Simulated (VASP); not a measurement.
# Mg2BrF3 (P6/mmm) in VASP: single point with PBE

Aim: the single point of Mg2BrF3 with PBE.

All numbers are computed with VASP 6.6.1; they aren't measurements. Logs are shortened: lines on timing, memory, paths and dates and some standing lists are left out, and cuts for length are marked.

### 1 The cell of the first run

Symmetry: P6/mmm, No. 191, hexagonal system. Conventional cell: a = 5.995 Å, b = 5.995 Å, c = 3.145 Å, α = 90.00°, β = 90.00°, γ = 120.00°. Mg (site symmetry -6m2) has 6 F at 2.34 Å and 2 Mg at 3.15 Å within 3.2 Å. Br (site symmetry 6/mmm) has 2 Br at 3.15 Å and 12 F at 3.39 Å and 6 Mg at 3.46 Å within 4.1 Å. F (site symmetry mmm) has 4 Mg at 2.34 Å and 6 F at 3.00 to 3.15 Å within 3.2 Å.

The cell was generated, and may not be a known phase.

### 2 Single point, PBE

File INCAR:

```
ALGO = Normal ; EDIFF = 1E-6
ENCUT = 840 ; GGA = PE
GGA_COMPAT = F ; ISIF = 2
ISMEAR = 0 ; LASPH = T
LCHARG = F ; LREAL = F
LWAVE = F ; NBANDS = 33
NELM = 120 ; PREC = Accurate
SIGMA = 0.1
```

File KPOINTS:

```
k-points
0
Gamma
  3 3 6
```

File POSCAR:

```
Mg2BrF3
1.0
    5.9950796700      0.0000000000      0.0000000000
   -2.9975398300      5.1918912900      0.0000000000
    0.0000000000      0.0000000000      3.1454396100
Mg Br F
2 1 3
Direct
    0.6666666700      0.3333333300      0.5000000000
    0.3333333300      0.6666666700      0.5000000000
    0.0000000000      0.0000000000      0.5000000000
    0.0000000000      0.5000000000      0.0000000000
    0.5000000000      0.5000000000      0.0000000000
    0.5000000000      0.0000000000      0.0000000000
```

Potentials or basis: VASP PAW PBE potentials, release 64 (Mg_sv, Br, F).

Started as:

```bash
cat potpaw_PBE.64/Mg_sv/POTCAR potpaw_PBE.64/Br/POTCAR potpaw_PBE.64/F/POTCAR > POTCAR
mpirun -np 1 vasp_std > vasp.out
```

OUTCAR:

```text
EDIFF = 1E-6
   ENCUT = 840
   GGA = PE
   ISIF = 2
   ISMEAR = 0
   LASPH = T
   LREAL = F
   NELM = 120
   PREC = Accurate

 ion  position               nearest neighbor table
   1  0.667  0.333  0.500-
   2  0.333  0.667  0.500-
   3  0.000  0.000  0.500-
   4  0.000  0.500  0.000-
   5  0.500  0.500  0.000-
   6  0.500  0.000  0.000-

  LATTYP: Found a hexagonal cell.
 ALAT       =     5.9950796700
 C/A-ratio  =     0.5246701934

  Lattice vectors:

 A1 = (   5.9950796700,   0.0000000000,   0.0000000000)
 A2 = (  -2.9975398300,   5.1918912900,   0.0000000000)
 A3 = (   0.0000000000,   0.0000000000,   3.1454396100)

Analysis of symmetry for initial positions (statically):
=====================================================================
 Subroutine PRICEL returns:
 Original cell was already a primitive cell.

 Routine SETGRP: Setting up the symmetry group for a
 hexagonal supercell.

 Subroutine GETGRP returns: Found 24 space group operations
 (whereof 24 operations were pure point group operations)
 out of a pool of 24 trial point group operations.

The static configuration has the point symmetry D_6h.

Analysis of symmetry for dynamics (positions and initial velocities):
=====================================================================
 Subroutine PRICEL returns:
 Original cell was already a primitive cell.

 Routine SETGRP: Setting up the symmetry group for a
 hexagonal supercell.

 Subroutine GETGRP returns: Found 24 space group operations
 (whereof 24 operations were pure point group operations)
 out of a pool of 24 trial point group operations.

The dynamic configuration has the point symmetry D_6h.

 Subroutine INISYM returns: Found 24 space group operations
 (whereof 24 operations are pure point group operations),
 and found     1 'primitive' translations

----------------------------------------------------------------------------------------

                                     Primitive cell

  volume of cell :      97.9043

  direct lattice vectors                    reciprocal lattice vectors
     5.995079670  0.000000000  0.000000000     0.166803455  0.096304019  0.000000000
    -2.997539830  5.191891290  0.000000000     0.000000000  0.192608039  0.000000000
     0.000000000  0.000000000  3.145439610     0.000000000  0.000000000  0.317920585

  length of vectors
     5.995079670  5.995079666  3.145439610     0.192608039  0.192608039  0.317920585

  position of ions in fractional coordinates (direct lattice)
     0.666666670  0.333333330  0.500000000
     0.333333330  0.666666670  0.500000000
     0.000000000  0.000000000  0.500000000
     0.000000000  0.500000000  0.000000000
     0.500000000  0.500000000  0.000000000
     0.500000000  0.000000000  0.000000000

  ion indices of the primitive-cell ions
   primitive index   ion index
                 1           1
                 2           2
                 3           3
                 4           4
                 5           5
                 6           6

----------------------------------------------------------------------------------------

 KPOINTS: k-points

Automatic generation of k-mesh.
 Grid dimensions read from file:
 generate k-points for:    3    3    6

 Generating k-lattice:

  Cartesian coordinates                     Fractional coordinates (reciprocal lattice)
     0.055601152  0.032101340  0.000000000     0.333333333  0.000000000  0.000000000
     0.000000000  0.064202680  0.000000000     0.000000000  0.333333333  0.000000000
     0.000000000  0.000000000  0.052986764     0.000000000  0.000000000  0.166666667

  Length of vectors
     0.064202680  0.064202680  0.052986764

  Shift w.r.t. Gamma in fractional coordinates (k-lattice)
     0.000000000  0.000000000  0.000000000

 Subroutine IBZKPT returns following result:
 ===========================================

 Found     12 irreducible k-points:

 Following reciprocal coordinates:
            Coordinates               Weight
  0.000000  0.000000  0.000000      1.000000
  0.333333  0.000000  0.000000      6.000000
  0.333333  0.333333  0.000000      2.000000
  0.000000  0.000000  0.166667      2.000000
  0.333333  0.000000  0.166667     12.000000
  0.333333  0.333333  0.166667      4.000000
  0.000000  0.000000  0.333333      2.000000
  0.333333  0.000000  0.333333     12.000000
  0.333333  0.333333  0.333333      4.000000
  0.000000  0.000000  0.500000      1.000000
  0.333333  0.000000  0.500000      6.000000
  0.333333  0.333333  0.500000      2.000000
   k-points           NKPTS =     12   k-points in BZ     NKDIM =     12   number of bands    NBANDS=     33
   number of dos      NEDOS =    301   number of ions     NIONS =      6
   total plane-waves  NPLWV = 108000
   dimension x,y,z NGX =    60 NGY =   60 NGZ =   30
   dimension x,y,z NGXF=   120 NGYF=  120 NGZF=   60
   ions per type =               2   1   3
   NGX,Y,Z   is equivalent  to a cutoff of  16.64, 16.64, 15.86 a.u.
   NGXF,Y,Z  is equivalent  to a cutoff of  33.28, 33.28, 31.71 a.u.
 SYSTEM =  unknown system
   PREC   = accura    normal or accurate (medium, high low for compatibility)
   ISTART =      0    job   : 0-new  1-cont  2-samecut
   ICHARG =      2    charge: 1-file 2-atom 10-const
   ISPIN  =      1    spin polarized calculation?
   LNONCOLLINEAR =      F non collinear calculations
   LSORBIT =      F    spin-orbit coupling
   LASPH  =      T    aspherical Exc in radial PAW
   ENCUT  =  840.0 eV  61.74 Ry    7.86 a.u.  14.17 14.17  7.43*2*pi/ulx,y,z
   NELM   =    120;   NELMIN=  2; NELMDL= -5     # of ELM steps
   EDIFF  = 0.1E-05   stopping-criterion for ELM
   LREAL  =      F    real-space projection
[... 7 lines left out ...]
   TEBEG  =    0.0;   TEEND  =   0.0 temperature during run
   PSTRESS=    0.0 pullay stress
   NELECT =      48.0000    total number of electrons
   NUPDOWN=      -1.0000    fix difference up-down
   EMIN   =  10.00;   EMAX   =-10.00  energy-range for DOS
   EFERMI =   0.00;   METHOD = LEGACY
   ISMEAR =     0;   SIGMA  =   0.10  broadening in eV -4-tet -1-fermi 0-gaus
   EFERMI_NEDOS =   21; number of points for ismear=-14 and -15
   IALGO  =     38    algorithm
   IMIX   =      4    mixing-type and parameters
     AMIX     =   0.40;   BMIX     =  1.00
     AMIX_MAG =   1.60;   BMIX_MAG =  1.00
  volume/ion in A,a.u.               =      16.32       110.12
  Fermi-wavevector in a.u.,A,eV,Ry     =   1.290886  2.439421 22.672572  1.666387
  Thomas-Fermi vector in A             =   2.422690
   LORBIT       =      0    0 simple, 1 ext, 2 COOP (PROOUT), +10 PAW based schemes
   GGA     = PE    functional components
   LHFCALC =     F    Hartree Fock is set to
   AEXX    =    0.0000 exact exchange contribution
   IVDW    =     0    specifies the selected vdW correction
   LEPSILON=     F    determine dielectric tensor
   LRPA    =     F    only Hartree local field effects (RPA)
 non-spin polarized calculation
 Gauss-broadening in eV      SIGMA  =   0.10
  energy-cutoff  :      840.00
  volume of cell :       97.90
 maximum number of plane-waves:      5454
 NGX is ok and might be reduce to    60
   NGX = 29   NGY = 29   NGZ = 15

 number of electron      47.9999970 magnetization

 Free energy of the ion-electron system (eV)
  ---------------------------------------------------
  ext. energy  EPLUGINS =         0.00000000
  ---------------------------------------------------
  free energy    TOTEN  =       -24.84203082 eV

  energy without entropy =      -24.82869667  energy(sigma->0) =      -24.83536375

 E-fermi :   3.3124     XC(G=0):  -9.0919

 val. band max:        3.3034314245   @ k =   0.3333   0.0000   0.0000
 cond. band min:       3.3189855571   @ k =   0.0000   0.0000   0.0000
 fundamental gap:      0.0155541326
 Fermi energy:         3.3124121310

 k-point     1 :       0.0000    0.0000    0.0000
  band No.  band energies     occupation
      1     -75.2617      2.00000
      2     -75.2614      2.00000
      3     -42.0192      2.00000
      4     -42.0192      2.00000
      5     -42.0143      2.00000
      6     -42.0143      2.00000
[... 25 lines left out ...]
     32      11.6500      0.00000
     33      13.5533      0.00000

 k-point     2 :       0.3333    0.0000    0.0000
  band No.  band energies     occupation
      1     -75.2616      2.00000
      2     -75.2615      2.00000
      3     -42.0193      2.00000
      4     -42.0183      2.00000
      5     -42.0152      2.00000
      6     -42.0141      2.00000
[... 25 lines left out ...]
     32      12.1484      0.00000
     33      12.8309      0.00000

 k-point     3 :       0.3333    0.3333    0.0000
  band No.  band energies     occupation
      1     -75.2616      2.00000
      2     -75.2616      2.00000
      3     -42.0195      2.00000
      4     -42.0168      2.00000
      5     -42.0168      2.00000
      6     -42.0140      2.00000
[... 25 lines left out ...]
     32      11.3377      0.00000
     33      11.4001      0.00000

 k-point     4 :       0.0000    0.0000    0.1667
  band No.  band energies     occupation
      1     -75.2614      2.00000
      2     -75.2610      2.00000
      3     -42.0185      2.00000
      4     -42.0185      2.00000
      5     -42.0138      2.00000
      6     -42.0138      2.00000
[... 25 lines left out ...]
     32      12.6517      0.00000
     33      12.9469      0.00000

 k-point     5 :       0.3333    0.0000    0.1667
  band No.  band energies     occupation
      1     -75.2613      2.00000
      2     -75.2612      2.00000
      3     -42.0187      2.00000
      4     -42.0177      2.00000
      5     -42.0148      2.00000
      6     -42.0137      2.00000
[... 172 lines left out ...]
 k-point    10 :       0.0000    0.0000    0.5000
  band No.  band energies     occupation
      1     -75.2607      2.00000
      2     -75.2602      2.00000
      3     -42.0267      2.00000
      4     -42.0246      2.00000
      5     -42.0167      2.00000
      6     -42.0167      2.00000
[... 25 lines left out ...]
     32      10.8004      0.00000
     33      10.8027      0.00000

 k-point    11 :       0.3333    0.0000    0.5000
  band No.  band energies     occupation
      1     -75.2605      2.00000
      2     -75.2603      2.00000
      3     -42.0263      2.00000
      4     -42.0250      2.00000
      5     -42.0168      2.00000
      6     -42.0159      2.00000
[... 25 lines left out ...]
     32      10.3401      0.00000
     33      10.5977      0.00000

 k-point    12 :       0.3333    0.3333    0.5000
  band No.  band energies     occupation
      1     -75.2604      2.00000
      2     -75.2604      2.00000
      3     -42.0257      2.00000
      4     -42.0257      2.00000
      5     -42.0170      2.00000
      6     -42.0146      2.00000
[... 25 lines left out ...]
     32      11.0526      0.00000
     33      11.0526      0.00000

------------------------ aborting loop because EDIFF is reached ----------------------------------------

  FORCE on cell =-STRESS in cart. coord.  units (eV):
  Direction    XX          YY          ZZ          XY          YZ          ZX
  --------------------------------------------------------------------------------------
  -------------------------------------------------------------------------------------
  Total       -7.0271051     -7.0271051     -4.6427772     -0.0000000     -0.0000000      0.0000000
  in kB     -114.9966340   -114.9966339    -75.9777675     -0.0000001     -0.0000000      0.0000000
  external PRESSURE =    -101.9903451 kB  Pullay stress =       0.0000000 kB

 VOLUME and BASIS-vectors are now :
 -----------------------------------------------------------------------------
  energy-cutoff  :      840.00
  volume of cell :       97.90
      direct lattice vectors                 reciprocal lattice vectors
     5.995079670  0.000000000  0.000000000     0.166803455  0.096304019  0.000000000
    -2.997539830  5.191891290  0.000000000     0.000000000  0.192608039  0.000000000
     0.000000000  0.000000000  3.145439610     0.000000000  0.000000000  0.317920585

 POSITION                                       TOTAL-FORCE (eV/Angst)
 -----------------------------------------------------------------------------------
      2.99754      1.73063      1.57272         0.000000      0.000000      0.000000
     -0.00000      3.46126      1.57272        -0.000000      0.000000     -0.000000
      0.00000      0.00000      1.57272         0.000000     -0.000000      0.000000
     -1.49877      2.59595      0.00000         0.000000     -0.000000      0.000000
      1.49877      2.59595      0.00000        -0.000000     -0.000000      0.000000
      2.99754      0.00000      0.00000         0.000000     -0.000000      0.000000
 -----------------------------------------------------------------------------------
    total drift:                                0.000000     -0.000000     -0.000000

  FREE ENERGIE OF THE ION-ELECTRON SYSTEM (eV)
  ---------------------------------------------------
  free  energy   TOTEN  =       -24.8420308173 eV

  energy  without entropy=      -24.8286966734  energy(sigma->0) =      -24.83536375
```

Wall time 36 s (1 thread of Intel Xeon 6975P-C (Granite Rapids), shared host); peak memory 0.34 GiB.

Results:

```yaml
Free_energy: -24.8420 eV
Pressure: -10.2 GPa
Band_gap_on_the_k_mesh: zero (bands 24 and 25 overlap by 0.45 eV)
```

Stress tensor (GPa, compression positive):
```
-11.50   0.00   0.00
  0.00 -11.50   0.00
  0.00   0.00  -7.60
```

Caveat: the k points lie up to 0.40 Å⁻¹ apart; semilocal functionals underestimate gaps, and a narrow one can read as zero.
